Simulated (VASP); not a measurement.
# KF (Fm-3m) in VASP: notebook

KF is run at these levels: r2SCAN; tasks: single point.

Everything below comes from runs of VASP 6.6.1. Logs are shortened: lines on timing, memory, paths and dates and some standing lists are left out, and cuts for length are marked.

**1. The cell of the first run**

Symmetry: Fm-3m, No. 225, cubic system. The conventional cell has a = 5.344 Å, b = 5.344 Å, c = 5.344 Å, α = 90.00°, β = 90.00°, γ = 90.00°. Within 3.5 Å of K (site symmetry m-3m) lie 6 F at 2.67 Å. Within 3.5 Å of F (site symmetry m-3m) lie 6 K at 2.67 Å.

**2. Single point, r2SCAN**

Input file POSCAR:

```
KF
1.0
    0.0000000000      2.6718500000      2.6718500000
    2.6718500000      0.0000000000      2.6718500000
    2.6718500000      2.6718500000      0.0000000000
K F
1 1
Direct
    0.0000000000      0.0000000000      0.0000000000
    0.5000000000      0.5000000000      0.5000000000
```

Input file INCAR.step1:

```
SYSTEM = KF
ALGO = Normal ; EDIFF = 1E-4
ENCUT = 520 ; GGA = PE
ISMEAR = -1 ; LASPH = .True.
LCHARG = .False. ; LREAL = .False.
LWAVE = .True. ; NBANDS = 15
NELM = 100 ; PREC = Accurate
SIGMA = 0.05
```

Input file INCAR.step2:

```
SYSTEM = KF
ALGO = Normal ; EDIFF = 1E-7
ENCUT = 520 ; ISIF = 2
ISMEAR = -1 ; ISTART = 1
LASPH = .True. ; LCHARG = .False.
LMIXTAU = .True. ; LREAL = .False.
LWAVE = .False. ; METAGGA = R2SCAN
NBANDS = 15 ; NELM = 100
PREC = Accurate ; SIGMA = 0.05
```

Input file KPOINTS:

```
k-points
0
Gamma
  9 9 9
  0 0 0
```

Potentials or basis: VASP PAW PBE potentials, release 64 (K_sv, F).

Command:

```bash
> cat potpaw_PBE.64/K_sv/POTCAR potpaw_PBE.64/F/POTCAR > POTCAR
> cp INCAR.step1 INCAR
> mpirun -np 1 vasp_std > vasp.out
> cp INCAR.step2 INCAR
> mpirun -np 1 vasp_std > vasp.out
```

OUTCAR:

```text
SYSTEM = KF
   EDIFF = 1E-7
   ENCUT = 520
   ISIF = 2
   ISMEAR = -1
   ISTART = 1
   LASPH = .True.
   LREAL = .False.
   METAGGA = R2SCAN
   NELM = 100
   PREC = Accurate

 ion  position               nearest neighbor table
   1  0.000  0.000  0.000-   2 2.67   2 2.67   2 2.67   2 2.67   2 2.67   2 2.67
   2  0.500  0.500  0.500-   1 2.67   1 2.67   1 2.67   1 2.67   1 2.67   1 2.67

  LATTYP: Found a face centered cubic cell.
 ALAT       =     5.3437000000

  Lattice vectors:

 A1 = (   0.0000000000,   2.6718500000,   2.6718500000)
 A2 = (   2.6718500000,   0.0000000000,   2.6718500000)
 A3 = (   2.6718500000,   2.6718500000,   0.0000000000)

Analysis of symmetry for initial positions (statically):
=====================================================================
 Subroutine PRICEL returns:
 Original cell was already a primitive cell.

 Routine SETGRP: Setting up the symmetry group for a
 face centered cubic supercell.

 Subroutine GETGRP returns: Found 48 space group operations
 (whereof 48 operations were pure point group operations)
 out of a pool of 48 trial point group operations.

The static configuration has the point symmetry O_h .

Analysis of symmetry for dynamics (positions and initial velocities):
=====================================================================
 Subroutine PRICEL returns:
 Original cell was already a primitive cell.

 Routine SETGRP: Setting up the symmetry group for a
 face centered cubic supercell.

 Subroutine GETGRP returns: Found 48 space group operations
 (whereof 48 operations were pure point group operations)
 out of a pool of 48 trial point group operations.

The dynamic configuration has the point symmetry O_h .

 Subroutine INISYM returns: Found 48 space group operations
 (whereof 48 operations are pure point group operations),
 and found     1 'primitive' translations

----------------------------------------------------------------------------------------

                                     Primitive cell

  volume of cell :      38.1475

  direct lattice vectors                    reciprocal lattice vectors
     0.000000000  2.671850000  2.671850000    -0.187136254  0.187136254  0.187136254
     2.671850000  0.000000000  2.671850000     0.187136254 -0.187136254  0.187136254
     2.671850000  2.671850000  0.000000000     0.187136254  0.187136254 -0.187136254

  length of vectors
     3.778566507  3.778566507  3.778566507     0.324129500  0.324129500  0.324129500

  position of ions in fractional coordinates (direct lattice)
     0.000000000  0.000000000  0.000000000
     0.500000000  0.500000000  0.500000000

  ion indices of the primitive-cell ions
   primitive index   ion index
                 1           1
                 2           2

----------------------------------------------------------------------------------------

 KPOINTS: k-points

Automatic generation of k-mesh.
 Grid dimensions read from file:
 generate k-points for:    9    9    9

 Generating k-lattice:

  Cartesian coordinates                     Fractional coordinates (reciprocal lattice)
    -0.020792917  0.020792917  0.020792917     0.111111111  0.000000000  0.000000000
     0.020792917 -0.020792917  0.020792917     0.000000000  0.111111111  0.000000000
     0.020792917  0.020792917 -0.020792917     0.000000000  0.000000000  0.111111111

  Length of vectors
     0.036014389  0.036014389  0.036014389

  Shift w.r.t. Gamma in fractional coordinates (k-lattice)
     0.000000000  0.000000000  0.000000000

 Subroutine IBZKPT returns following result:
 ===========================================

 Found     35 irreducible k-points:

 Following reciprocal coordinates:
            Coordinates               Weight
  0.000000  0.000000  0.000000      1.000000
  0.111111  0.000000  0.000000      8.000000
  0.222222  0.000000  0.000000      8.000000
  0.333333  0.000000  0.000000      8.000000
  0.444444  0.000000  0.000000      8.000000
  0.111111  0.111111  0.000000      6.000000
[... 16 lines left out ...]
 -0.333333  0.333333  0.000000     12.000000
  0.444444  0.444444  0.000000      6.000000
 [... further k-points ...]
   k-points           NKPTS =     35   k-points in BZ     NKDIM =     35   number of bands    NBANDS=     15
   number of dos      NEDOS =    301   number of ions     NIONS =      2
   total plane-waves  NPLWV =  21952
   dimension x,y,z NGX =    28 NGY =   28 NGZ =   28
   dimension x,y,z NGXF=    56 NGYF=   56 NGZF=   56
   ions per type =               1   1
   NGX,Y,Z   is equivalent  to a cutoff of  12.32, 12.32, 12.32 a.u.
   NGXF,Y,Z  is equivalent  to a cutoff of  24.64, 24.64, 24.64 a.u.
 SYSTEM =  KF
   PREC   = accura    normal or accurate (medium, high low for compatibility)
   ISTART =      1    job   : 0-new  1-cont  2-samecut
   ICHARG =      0    charge: 1-file 2-atom 10-const
   ISPIN  =      1    spin polarized calculation?
   LNONCOLLINEAR =      F non collinear calculations
   LSORBIT =      F    spin-orbit coupling
   LASPH  =      T    aspherical Exc in radial PAW
   ENCUT  =  520.0 eV  38.22 Ry    6.18 a.u.   7.03  7.03  7.03*2*pi/ulx,y,z
   NELM   =    100;   NELMIN=  2; NELMDL=  0     # of ELM steps
   EDIFF  = 0.1E-06   stopping-criterion for ELM
   LREAL  =      F    real-space projection
   EDIFFG = 0.1E-05   stopping-criterion for IOM
   NSW    =      0    number of steps for IOM
   IBRION =     -1    ionic relax: 0-MD 1-quasi-New 2-CG
   NFREE  =      0    steps in history (QN), initial steepest desc. (CG)
   ISIF   =      2    stress and relaxation
   ISYM   =      2    0-nonsym 1-usesym 2-fastsym
   POTIM  = 0.5000    time-step for ionic-motion
   TEBEG  =    0.0;   TEEND  =   0.0 temperature during run
   PSTRESS=    0.0 pullay stress
   NELECT =      16.0000    total number of electrons
   NUPDOWN=      -1.0000    fix difference up-down
   EMIN   =  10.00;   EMAX   =-10.00  energy-range for DOS
   EFERMI =   0.00;   METHOD = LEGACY
   ISMEAR =    -1;   SIGMA  =   0.05  broadening in eV -4-tet -1-fermi 0-gaus
   EFERMI_NEDOS =   21; number of points for ismear=-14 and -15
   IALGO  =     38    algorithm
   IMIX   =      4    mixing-type and parameters
     AMIX     =   0.40;   BMIX     =  1.00
     AMIX_MAG =   1.60;   BMIX_MAG =  1.00
  volume/ion in A,a.u.               =      19.07       128.72
  Fermi-wavevector in a.u.,A,eV,Ry     =   1.225442  2.315750 20.431978  1.501708
  Thomas-Fermi vector in A             =   2.360480
   LORBIT       =      0    0 simple, 1 ext, 2 COOP (PROOUT), +10 PAW based schemes
   METAGGA = R2SCAN    functional components
   LHFCALC =     F    Hartree Fock is set to
   AEXX    =    0.0000 exact exchange contribution
   IVDW    =     0    specifies the selected vdW correction
   LEPSILON=     F    determine dielectric tensor
   LRPA    =     F    only Hartree local field effects (RPA)
 non-spin polarized calculation
  energy-cutoff  :      520.00
  volume of cell :       38.15
 maximum number of plane-waves:      1037
   NGX = 13   NGY = 13   NGZ = 13

 number of electron      16.0000002 magnetization

 Free energy of the ion-electron system (eV)
  ---------------------------------------------------
  ext. energy  EPLUGINS =         0.00000000
  ---------------------------------------------------
  free energy    TOTEN  =       -14.97277916 eV

  energy without entropy =      -14.97277916  energy(sigma->0) =      -14.97277916

 E-fermi :  -2.2547     XC(G=0):  -8.8986

 val. band max:       -3.3496449280   @ k =   0.0000   0.0000   0.0000
 cond. band min:       3.4799067259   @ k =   0.0000   0.0000   0.0000
 fundamental gap:      6.8295516539
 Fermi energy:        -2.2546850721

 k-point     1 :       0.0000    0.0000    0.0000
  band No.  band energies     occupation
      1     -30.4732      2.00000
      2     -23.1385      2.00000
      3     -12.9588      2.00000
      4     -12.9588      2.00000
      5     -12.9588      2.00000
      6      -3.3497      2.00000
      7      -3.3496      2.00000
      8      -3.3496      2.00000
      9       3.4799      0.00000
     10       8.1034      0.00000
     11       8.1034      0.00000
     12       8.1034      0.00000
     13       9.9643      0.00000
     14       9.9643      0.00000
     15      13.8399      0.00000

 k-point     2 :       0.1111    0.0000    0.0000
  band No.  band energies     occupation
      1     -30.4623      2.00000
      2     -23.1492      2.00000
      3     -12.9913      2.00000
      4     -12.9630      2.00000
      5     -12.9630      2.00000
      6      -3.4563      2.00000
      7      -3.3903      2.00000
      8      -3.3903      2.00000
      9       3.8245      0.00000
     10       7.8554      0.00000
     11       8.2758      0.00000
     12       8.2758      0.00000
     13      10.0793      0.00000
     14      10.0793      0.00000
     15      14.5051      0.00000

 k-point     3 :       0.2222    0.0000    0.0000
  band No.  band energies     occupation
      1     -30.4344      2.00000
      2     -23.1744      2.00000
      3     -13.0730      2.00000
      4     -12.9735      2.00000
      5     -12.9735      2.00000
      6      -3.7010      2.00000
      7      -3.4914      2.00000
      8      -3.4914      2.00000
      9       4.7205      0.00000
     10       7.4607      0.00000
     11       8.7269      0.00000
     12       8.7270      0.00000
     13      10.4313      0.00000
     14      10.4313      0.00000
     15      15.7797      0.00000

 k-point     4 :       0.3333    0.0000    0.0000
  band No.  band energies     occupation
      1     -30.4024      2.00000
      2     -23.2038      2.00000
      3     -13.1649      2.00000
      4     -12.9853      2.00000
      5     -12.9853      2.00000
      6      -3.9465      2.00000
      7      -3.6036      2.00000
      8      -3.6036      2.00000
      9       5.7619      0.00000
     10       7.3744      0.00000
     11       9.2360      0.00000
     12       9.2361      0.00000
     13      11.0558      0.00000
     14      11.0558      0.00000
     15      15.3859      0.00000
[... 307 lines left out ...]
 k-point    22 :      -0.4444    0.3333    0.0000
  band No.  band energies     occupation
      1     -30.3600      2.00000
      2     -23.1820      2.00000
      3     -13.4072      2.00000
      4     -13.1763      2.00000
      5     -13.1106      2.00000
      6      -3.6519      2.00000
      7      -3.5543      2.00000
      8      -3.5155      2.00000
      9       6.0854      0.00000
     10       7.8201      0.00000
     11       8.7897      0.00000
     12      10.9218      0.00000
     13      11.5418      0.00000
     14      12.6954      0.00000
     15      12.9241      0.00000

 k-point    23 :      -0.3333    0.3333    0.0000
  band No.  band energies     occupation
      1     -30.3613      2.00000
      2     -23.1943      2.00000
      3     -13.3474      2.00000
      4     -13.1882      2.00000
      5     -13.0656      2.00000
      6      -3.8058      2.00000
      7      -3.6034      2.00000
      8      -3.5220      2.00000
      9       6.5401      0.00000
     10       7.5857      0.00000
     11       8.9691      0.00000
     12      10.7400      0.00000
     13      11.1928      0.00000
     14      12.3068      0.00000
     15      14.2733      0.00000

 k-point    24 :       0.4444    0.4444    0.0000
  band No.  band energies     occupation
      1     -30.3618      2.00000
      2     -23.1628      2.00000
      3     -13.4782      2.00000
      4     -13.1601      2.00000
      5     -13.1601      2.00000
      6      -3.5876      2.00000
      7      -3.4034      2.00000
      8      -3.4034      2.00000
      9       5.4673      0.00000
     10       7.6034      0.00000
     11       9.2390      0.00000
     12      11.2297      0.00000
     13      11.5919      0.00000
     14      11.5919      0.00000
     15      14.0127      0.00000

 [... further k-points ...]

------------------------ aborting loop because EDIFF is reached ----------------------------------------

  FORCE on cell =-STRESS in cart. coord.  units (eV):
  Direction    XX          YY          ZZ          XY          YZ          ZX
  --------------------------------------------------------------------------------------
  -------------------------------------------------------------------------------------
  Total       -0.1275191     -0.1275191     -0.1275191      0.0000000      0.0000000      0.0000000
  in kB       -5.3557401     -5.3557401     -5.3557401      0.0000000      0.0000000      0.0000000
  external PRESSURE =      -5.3557401 kB  Pullay stress =       0.0000000 kB

 VOLUME and BASIS-vectors are now :
 -----------------------------------------------------------------------------
  energy-cutoff  :      520.00
  volume of cell :       38.15
      direct lattice vectors                 reciprocal lattice vectors
     0.000000000  2.671850000  2.671850000    -0.187136254  0.187136254  0.187136254
     2.671850000  0.000000000  2.671850000     0.187136254 -0.187136254  0.187136254
     2.671850000  2.671850000  0.000000000     0.187136254  0.187136254 -0.187136254

 POSITION                                       TOTAL-FORCE (eV/Angst)
 -----------------------------------------------------------------------------------
      0.00000      0.00000      0.00000         0.000000     -0.000000      0.000000
      2.67185      2.67185      2.67185        -0.000000      0.000000     -0.000000
 -----------------------------------------------------------------------------------
    total drift:                                0.000000      0.000000      0.000000

  FREE ENERGIE OF THE ION-ELECTRON SYSTEM (eV)
  ---------------------------------------------------
  free  energy   TOTEN  =       -14.9727791562 eV

  energy  without entropy=      -14.9727791561  energy(sigma->0) =      -14.97277916
```

It took 2.3 min on 1 thread of Intel Xeon 8259CL, shared host; peak memory 0.17 GiB.

What came out:

- Free energy: -14.9728 eV
- Pressure: -0.5 GPa
- Band gap on the k mesh: 6.83 eV

Levels at points of the mesh, in eV from the valence-band top:
| k point | band 5 | band 6 | band 7 | band 8 | band 9 | band 10 | band 11 | band 12 |
| --- | --- | --- | --- | --- | --- | --- | --- | --- |
| (0.00, 0.00, 0.00) | -9.61 | 0.00 | 0.00 | 0.00 | 6.83 | 11.45 | 11.45 | 11.45 |

Caveat: the PAW data sets were made with another functional, which shifts forces and pressure a little; an odd mesh through Γ misses points on the zone boundary, where band edges can lie.

(Continued in part 2 of 2.)
